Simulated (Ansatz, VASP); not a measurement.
CaS in VASP and in Ansatz

Contents of INCAR:

```
SYSTEM = CaS
ALGO = Normal ; EDIFF = 1E-6
ENCUT = 500 ; GGA_COMPAT = .False.
ISIF = 2 ; ISMEAR = 0
LASPH = .True. ; LCHARG = .False.
LREAL = .False. ; LWAVE = .False.
NBANDS = 15 ; NELM = 120
PREC = Accurate ; SIGMA = 0.01
```

File KPOINTS:

```
k-points
0
Gamma
  8 8 8
  0 0 0
```

File POSCAR:

```
CaS
1.0
    0.0000000000      2.8479335931      2.8479335931
    2.8479335931      0.0000000000      2.8479335931
    2.8479335931      2.8479335931      0.0000000000
Ca S
1 1
Direct
    0.0000000000      0.0000000000      0.0000000000
    0.5000000000      0.5000000000      0.5000000000
```

Input for Ansatz:

```yaml
crystal:
  lattice:
    - [0.0, 2.8479335931, 2.8479335931]
    - [2.8479335931, 0.0, 2.8479335931]
    - [2.8479335931, 2.8479335931, 0.0]
  atoms:
    - { symbol: Ca, position: [0.0, 0.0, 0.0] }
    - { symbol: S, position: [0.5, 0.5, 0.5] }
kpoints:
  mp_grid: { grid: [8, 8, 8] }
  band_path:
    path:
      - [0.0, 0.0, 0.0]
      - [0.5, 0.0, 0.5]
      - [0.625, 0.25, 0.625]
      - [0.375, 0.375, 0.75]
      - [0.5, 0.5, 0.5]
      - [0.5, 0.25, 0.75]
      - [0.0, 0.5, 0.5]
    npoints: 1
hamiltonian:
  xc: lda
scf:
  occupations: { method: fixed }
  n_extra_bands: 4
output:
  forces: true
  stress: true
  eigenvalues: true
```

Alike in both runs: task single point; functional LDA; k mesh 8 × 8 × 8; no spin polarisation.

|  | VASP | Ansatz |
| --- | --- | --- |
| version | VASP 6.6.1 | Ansatz 0.2.0 |
| potentials or method | VASP PAW LDA potentials, release 64 (Ca_sv, S) | plane waves, PAW |
| plane-wave cutoff (eV) | 500 | 420 |
| occupations | gaussian, width 0.01 eV | fixed |
| valence electrons in the cell | 16 | 16 |

Ansatz gave:

* gap on the k mesh at the Fermi level (eV): 2.15
* pressure (GPa): -4.1

Question: What did VASP give for the same quantities?

Answer: gap on the k mesh at the Fermi level (eV): 2.14; pressure (GPa): -3.9.

LDA's correlation is that of Perdew and Zunger in VASP and of Perdew and Wang (1992) in Ansatz.
